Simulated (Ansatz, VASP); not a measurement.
**Two plane-wave programs on LiNbO3**

```
Li Nb O
1.0
     2.56890    1.48316    4.58956
    -2.56890    1.48316    4.58956
     0.00000   -2.96631    4.58956
Li Nb O
2 2 6
Direct
  0.75000 0.75000 0.75000
  0.25000 0.25000 0.25000
  0.50000 0.50000 0.50000
  0.00000 0.00000 0.00000
  0.62416 0.87584 0.25000
  0.25000 0.62416 0.87584
  0.87584 0.25000 0.62416
  0.75000 0.37584 0.12416
  0.37584 0.12416 0.75000
  0.12416 0.75000 0.37584
```

Change from the starting cell: z stretched by +2 %, ions relaxed.

Alike in both runs: functional PBE; k mesh 7 × 7 × 7; occupations fermi-dirac, width 0.02 eV; no spin polarisation.

Ansatz relaxed the structure, and its values are those at the end. VASP's run is a single point on that final structure, the one shown.

|  | VASP | Ansatz |
| --- | --- | --- |
| version | VASP 6.6.1 | Ansatz 0.2.0 |
| potentials or method | VASP PAW PBE potentials, release 64 (Li_sv, Nb_sv, O) | plane-wave PAW, scalar-relativistic |
| plane-wave cutoff (eV) | 520 | 420 |
| valence electrons in the cell | 68 | 68 |

```csv
,VASP,Ansatz,Ansatz less VASP
gap on the k mesh at the Fermi level (eV),2.60,2.61,+0.017
rms of the force components (eV/Å),0.012,0.000,-0.0117
```

Ansatz's warnings: stress scf threshold loose.

Noted on VASP's run: the cutoff is under 1.25 times that of the potentials, so the pressure is a little rough.
